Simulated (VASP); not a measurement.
# GaP (zinc blende type) (F-43m) in VASP: single point with HSE06

Aim: the single point of GaP (zinc blende type) with HSE06.

Everything below comes from runs of VASP 6.6.1. Logs are shortened: lines on timing, memory, paths and dates and some standing lists are left out, and cuts for length are marked.

### 1 The cell of the first run

Symmetry: F-43m, No. 216, cubic system. The conventional cell has a = 5.510 Å, b = 5.510 Å, c = 5.510 Å, α = 90.00°, β = 90.00°, γ = 90.00°. Ga (site symmetry -43m) has 4 P at 2.39 Å within 3.2 Å. Within 3.2 Å of P (site symmetry -43m) lie 4 Ga at 2.39 Å.

### 2 Single point, HSE06

POSCAR reads:

```
GaP
1.0
    0.0000000000      2.7550000000      2.7550000000
    2.7550000000      0.0000000000      2.7550000000
    2.7550000000      2.7550000000      0.0000000000
Ga P
1 1
Direct
    0.0000000000      0.0000000000      0.0000000000
    0.2500000000      0.2500000000      0.2500000000
```

INCAR.step1 reads:

```
SYSTEM = GaP
  ALGO = Normal
  EDIFF = 1E-5
  ENCUT = 400
  GGA = PE
  GGA_COMPAT = .FALSE.
  ISIF = 2
  ISMEAR = -1
  LASPH = .TRUE.
  LREAL = .FALSE.
  LWAVE = .TRUE.
  NBANDS = 16
  NELM = 120
  PREC = Accurate
  SIGMA = 0.02
```

INCAR.step2 reads:

```
SYSTEM = GaP
  ALGO = Normal
  EDIFF = 1E-6
  ENCUT = 400
  GGA = PE
  GGA_COMPAT = .FALSE.
  HFSCREEN = 0.2079
  ISIF = 2
  ISMEAR = -1
  ISTART = 1
  LASPH = .TRUE.
  LCHARG = .TRUE.
  LELF = .TRUE.
  LHFCALC = .TRUE.
  LREAL = .FALSE.
  LVHAR = .TRUE.
  LWAVE = .FALSE.
  NBANDS = 16
  NELM = 120
  PREC = Accurate
  PRECFOCK = Normal
  SIGMA = 0.02
```

KPOINTS reads:

```
k-points
0
G
  6 6 6
  0 0 0
```

Potentials or basis: VASP PAW PBE potentials, release 64 (Ga_d, P).

On the command line:

```
cat potpaw_PBE.64/Ga_d/POTCAR potpaw_PBE.64/P/POTCAR > POTCAR
cp INCAR.step1 INCAR
mpirun -np 1 vasp_std > vasp.out
cp INCAR.step2 INCAR
mpirun -np 1 vasp_std > vasp.out
```

OUTCAR:

```text
SYSTEM = GaP
   EDIFF = 1E-6
   ENCUT = 400
   GGA = PE
   HFSCREEN = 0.2079
   ISIF = 2
   ISMEAR = -1
   ISTART = 1
   LASPH = .TRUE.
   LHFCALC = .TRUE.
   LREAL = .FALSE.
   NELM = 120
   PREC = Accurate
   PRECFOCK = Normal

 ion  position               nearest neighbor table
   1  0.000  0.000  0.000-   2 2.39   2 2.39   2 2.39   2 2.39
   2  0.250  0.250  0.250-   1 2.39   1 2.39   1 2.39   1 2.39

  LATTYP: Found a face centered cubic cell.
 ALAT       =     5.5100000000

  Lattice vectors:

 A1 = (   0.0000000000,   2.7550000000,   2.7550000000)
 A2 = (   2.7550000000,   0.0000000000,   2.7550000000)
 A3 = (   2.7550000000,   2.7550000000,   0.0000000000)

Analysis of symmetry for initial positions (statically):
=====================================================================
 Subroutine PRICEL returns:
 Original cell was already a primitive cell.

 Routine SETGRP: Setting up the symmetry group for a
 face centered cubic supercell.

 Subroutine GETGRP returns: Found 24 space group operations
 (whereof 24 operations were pure point group operations)
 out of a pool of 48 trial point group operations.

The static configuration has the point symmetry T_d .

Analysis of symmetry for dynamics (positions and initial velocities):
=====================================================================
 Subroutine PRICEL returns:
 Original cell was already a primitive cell.

 Routine SETGRP: Setting up the symmetry group for a
 face centered cubic supercell.

 Subroutine GETGRP returns: Found 24 space group operations
 (whereof 24 operations were pure point group operations)
 out of a pool of 48 trial point group operations.

The dynamic configuration has the point symmetry T_d .

 Subroutine INISYM returns: Found 24 space group operations
 (whereof 24 operations are pure point group operations),
 and found     1 'primitive' translations

----------------------------------------------------------------------------------------

                                     Primitive cell

  volume of cell :      41.8210

  direct lattice vectors                    reciprocal lattice vectors
     0.000000000  2.755000000  2.755000000    -0.181488203  0.181488203  0.181488203
     2.755000000  0.000000000  2.755000000     0.181488203 -0.181488203  0.181488203
     2.755000000  2.755000000  0.000000000     0.181488203  0.181488203 -0.181488203

  length of vectors
     3.896158364  3.896158364  3.896158364     0.314346789  0.314346789  0.314346789

  position of ions in fractional coordinates (direct lattice)
     0.000000000  0.000000000  0.000000000
     0.250000000  0.250000000  0.250000000

  ion indices of the primitive-cell ions
   primitive index   ion index
                 1           1
                 2           2

----------------------------------------------------------------------------------------

 KPOINTS: k-points

Automatic generation of k-mesh.
 Grid dimensions read from file:
 generate k-points for:    6    6    6

 Generating k-lattice:

  Cartesian coordinates                     Fractional coordinates (reciprocal lattice)
    -0.030248034  0.030248034  0.030248034     0.166666667  0.000000000  0.000000000
     0.030248034 -0.030248034  0.030248034     0.000000000  0.166666667  0.000000000
     0.030248034  0.030248034 -0.030248034     0.000000000  0.000000000  0.166666667

  Length of vectors
     0.052391132  0.052391132  0.052391132

  Shift w.r.t. Gamma in fractional coordinates (k-lattice)
     0.000000000  0.000000000  0.000000000

 Subroutine IBZKPT returns following result:
 ===========================================

 Found     16 irreducible k-points:

 Following reciprocal coordinates:
            Coordinates               Weight
  0.000000  0.000000  0.000000      1.000000
  0.166667  0.000000  0.000000      8.000000
  0.333333  0.000000  0.000000      8.000000
  0.500000  0.000000  0.000000      4.000000
  0.166667  0.166667  0.000000      6.000000
  0.333333  0.166667  0.000000     24.000000
[... 8 lines left out ...]
 -0.333333  0.333333  0.166667     24.000000
 -0.333333  0.500000  0.166667     12.000000
   k-points           NKPTS =     16   k-points in BZ     NKDIM =    216   number of bands    NBANDS=     16
   number of dos      NEDOS =    301   number of ions     NIONS =      2
   total plane-waves  NPLWV =  21952
   dimension x,y,z NGX =    28 NGY =   28 NGZ =   28
   dimension x,y,z NGXF=    56 NGYF=   56 NGZF=   56
   ions per type =               1   1
   NGX,Y,Z   is equivalent  to a cutoff of  11.95, 11.95, 11.95 a.u.
   NGXF,Y,Z  is equivalent  to a cutoff of  23.89, 23.89, 23.89 a.u.
 SYSTEM =  GaP
   PREC   = accura    normal or accurate (medium, high low for compatibility)
   ISTART =      1    job   : 0-new  1-cont  2-samecut
   ICHARG =      0    charge: 1-file 2-atom 10-const
   ISPIN  =      1    spin polarized calculation?
   LNONCOLLINEAR =      F non collinear calculations
   LSORBIT =      F    spin-orbit coupling
   LASPH  =      T    aspherical Exc in radial PAW
   ENCUT  =  400.0 eV  29.40 Ry    5.42 a.u.   6.35  6.35  6.35*2*pi/ulx,y,z
   NELM   =    120;   NELMIN=  2; NELMDL=  0     # of ELM steps
   EDIFF  = 0.1E-05   stopping-criterion for ELM
   LREAL  =      F    real-space projection
   EDIFFG = 0.1E-04   stopping-criterion for IOM
   NSW    =      0    number of steps for IOM
   IBRION =     -1    ionic relax: 0-MD 1-quasi-New 2-CG
   NFREE  =      0    steps in history (QN), initial steepest desc. (CG)
   ISIF   =      2    stress and relaxation
   ISYM   =      3    0-nonsym 1-usesym 2-fastsym
   POTIM  = 0.5000    time-step for ionic-motion
   TEBEG  =    0.0;   TEEND  =   0.0 temperature during run
   PSTRESS=    0.0 pullay stress
   NELECT =      18.0000    total number of electrons
   NUPDOWN=      -1.0000    fix difference up-down
   EMIN   =  10.00;   EMAX   =-10.00  energy-range for DOS
   EFERMI =   0.00;   METHOD = LEGACY
   ISMEAR =    -1;   SIGMA  =   0.02  broadening in eV -4-tet -1-fermi 0-gaus
   EFERMI_NEDOS =   21; number of points for ismear=-14 and -15
   IALGO  =     38    algorithm
   IMIX   =      1    mixing-type and parameters
     AMIX     =   0.40;   BMIX     =  1.00
     AMIX_MAG =   1.60;   BMIX_MAG =  1.00
  volume/ion in A,a.u.               =      20.91       141.11
  Fermi-wavevector in a.u.,A,eV,Ry     =   1.236044  2.335785 20.787059  1.527806
  Thomas-Fermi vector in A             =   2.370669
   LORBIT       =      0    0 simple, 1 ext, 2 COOP (PROOUT), +10 PAW based schemes
   GGA     = PE    functional components
   LHFCALC =     T    Hartree Fock is set to
   PRECFOCK=normal    Normal, Fast or Accurate (Low or Medium for compatibility)
   ENCUT4O =  -1.0   cutoff for four orbital integrals eV
   NKREDX  =     1    reduce k-point grid by
   NKREDY  =     1    reduce k-point grid by
   NKREDZ  =     1    reduce k-point grid by
   AEXX    =    0.2500 exact exchange contribution
   HFSCREEN=    0.2079 screening length (either q_TF or 0.3 A-1)
   HFSCREENC=   0.2079 screening length for correlation (either q_TF or 0.3 A-1)
   ENCUTFOCK=  -1.0 apply spherical cutoff to Coloumb kernel
   IVDW    =     0    specifies the selected vdW correction
   LEPSILON=     F    determine dielectric tensor
   LRPA    =     F    only Hartree local field effects (RPA)
 non-spin polarized calculation
  energy-cutoff  :      400.00
  volume of cell :       41.82
 maximum number of plane-waves:       769
 NGX is ok and might be reduce to    28
  NGX = 20; NGY = 20; NGZ = 20

 number of electron      18.0000008 magnetization

 Free energy of the ion-electron system (eV)
  ---------------------------------------------------
  ext. energy  EPLUGINS =         0.00000000
  ---------------------------------------------------
  free energy    TOTEN  =       -10.76980426 eV

  energy without entropy =      -10.76980426  energy(sigma->0) =      -10.76980426

 E-fermi :   4.3672     XC(G=0):  -8.0414

 val. band max:        3.8933061345   @ k =   0.0000   0.0000   0.0000
 cond. band min:       6.2502333191   @ k =   0.5000   0.5000   0.0000
 fundamental gap:      2.3569271846
 Fermi energy:         4.3671674236

 k-point     1 :       0.0000    0.0000    0.0000
  band No.  band energies     occupation
      1     -13.1245      2.00000
      2     -13.1245      2.00000
      3     -13.1245      2.00000
      4     -13.0325      2.00000
      5     -13.0325      2.00000
      6      -9.6326      2.00000
[... 8 lines left out ...]
     15      14.7368      0.00000
     16      14.7368      0.00000

 k-point     2 :       0.1667    0.0000    0.0000
  band No.  band energies     occupation
      1     -13.1375      2.00000
      2     -13.1181      2.00000
      3     -13.1181      2.00000
      4     -13.0326      2.00000
      5     -13.0326      2.00000
      6      -9.2660      2.00000
[... 8 lines left out ...]
     15      13.8591      0.00000
     16      14.8851      0.00000

 k-point     3 :       0.3333    0.0000    0.0000
  band No.  band energies     occupation
      1     -13.1624      2.00000
      2     -13.1075      2.00000
      3     -13.1075      2.00000
      4     -13.0304      2.00000
      5     -13.0304      2.00000
      6      -8.2879      2.00000
[... 8 lines left out ...]
     15      14.5817      0.00000
     16      14.5817      0.00000

 k-point     4 :       0.5000    0.0000    0.0000
  band No.  band energies     occupation
      1     -13.1743      2.00000
      2     -13.1034      2.00000
      3     -13.1034      2.00000
      4     -13.0278      2.00000
      5     -13.0278      2.00000
      6      -7.5141      2.00000
[... 8 lines left out ...]
     15      16.7664      0.00000
     16      16.7664      0.00000
[... 172 lines left out ...]
 k-point    14 :       0.5000    0.3333    0.1667
  band No.  band energies     occupation
      1     -13.1815      2.00000
      2     -13.0960      2.00000
      3     -13.0870      2.00000
      4     -13.0437      2.00000
      5     -13.0244      2.00000
      6      -7.4822      2.00000
[... 8 lines left out ...]
     15      16.8049      0.00000
     16      18.3643      0.00000

 k-point    15 :      -0.3333    0.3333    0.1667
  band No.  band energies     occupation
      1     -13.1851      2.00000
      2     -13.0959      2.00000
      3     -13.0811      2.00000
      4     -13.0414      2.00000
      5     -13.0268      2.00000
      6      -6.8280      2.00000
[... 8 lines left out ...]
     15      17.4893      0.00000
     16      17.8114      0.00000

 k-point    16 :      -0.3333    0.5000    0.1667
  band No.  band energies     occupation
      1     -13.1949      2.00000
      2     -13.0871      2.00000
      3     -13.0737      2.00000
      4     -13.0496      2.00000
      5     -13.0224      2.00000
      6      -6.5230      2.00000
[... 8 lines left out ...]
     15      17.0174      0.00000
     16      18.7137      0.00000

------------------------ aborting loop because EDIFF is reached ----------------------------------------

  FORCE on cell =-STRESS in cart. coord.  units (eV):
  Direction    XX          YY          ZZ          XY          YZ          ZX
  --------------------------------------------------------------------------------------
  -------------------------------------------------------------------------------------
  Total       -0.6254498     -0.6254498     -0.6254498     -0.0000000      0.0000000     -0.0000000
  in kB      -23.9611807    -23.9611807    -23.9611807     -0.0000000      0.0000000     -0.0000000
  external PRESSURE =     -23.9611807 kB  Pullay stress =       0.0000000 kB

 VOLUME and BASIS-vectors are now :
 -----------------------------------------------------------------------------
  energy-cutoff  :      400.00
  volume of cell :       41.82
      direct lattice vectors                 reciprocal lattice vectors
     0.000000000  2.755000000  2.755000000    -0.181488203  0.181488203  0.181488203
     2.755000000  0.000000000  2.755000000     0.181488203 -0.181488203  0.181488203
     2.755000000  2.755000000  0.000000000     0.181488203  0.181488203 -0.181488203

 POSITION                                       TOTAL-FORCE (eV/Angst)
 -----------------------------------------------------------------------------------
      0.00000      0.00000      0.00000        -0.000000     -0.000000     -0.000000
      1.37750      1.37750      1.37750         0.000000      0.000000      0.000000
 -----------------------------------------------------------------------------------
    total drift:                                0.000051      0.000042      0.000031

  FREE ENERGIE OF THE ION-ELECTRON SYSTEM (eV)
  ---------------------------------------------------
  free  energy   TOTEN  =       -10.7698042616 eV

  energy  without entropy=      -10.7698042616  energy(sigma->0) =      -10.76980426
```

It took 31 min on 1 thread of Intel Xeon Platinum 8259CL at 2.50GHz (Skylake/Cascade Lake), shared host; peak memory 0.26 GiB.

What came out:

* Free energy: -10.7698 eV
* Pressure: -2.4 GPa
* Band gap on the k mesh: 2.36 eV (least direct gap 2.50 eV)

Levels at points of the mesh, in eV from the valence-band top:
| k point | band 7 | band 8 | band 9 | band 10 | band 11 | band 12 |
| --- | --- | --- | --- | --- | --- | --- |
| (0.00, 0.00, 0.00) | 0.00 | 0.00 | 0.00 | 2.50 | 4.77 | 4.77 |
| (0.50, 0.00, 0.00) | -7.04 | -1.16 | -1.16 | 2.39 | 5.62 | 5.62 |
| (0.50, 0.50, 0.00) | -7.17 | -2.81 | -2.81 | 2.36 | 2.59 | 11.80 |

Caveat: the PAW data sets were made with another functional, which shifts forces and pressure a little.
